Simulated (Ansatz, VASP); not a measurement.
**One calculation of Hf, two programs**

```
Hf
1.0
     1.58364    0.91432    5.18360
    -1.58364    0.91432    5.18360
     0.00000   -1.82863    5.18360
Hf
2
Direct
  0.25001 0.25001 0.25001
  0.74999 0.74999 0.74999
```

Alike in both runs: functional PBE; k mesh 6 × 6 × 6; occupations gaussian, width 0.1 eV; no spin polarisation.

Ansatz relaxed the structure, and its values are those at the end. VASP's run is a single point on that final structure, the one shown.

```csv
,VASP,Ansatz
version,VASP 6.6.1,Ansatz 0.2.0
potentials or method,"VASP PAW PBE potentials, release 64 (Hf_pv), cutoff 520 eV","scalar-relativistic, plane waves, PAW"
valence electrons in the cell,20,52
```

```csv
,VASP,Ansatz,Ansatz less VASP
gap on the k mesh at the Fermi level (eV),none,none,-
pressure (GPa),-0.5,0.0,+0.47
```

A gap of «none» marks a metal or a gap that the smearing closes. VASP's potentials hold 20 valence electrons a cell and Ansatz's 52, so a difference there can come from the potentials and not from the codes.

The k mesh is coarse, so the values compare programs but aren't converged. Spin-orbit coupling is off throughout.
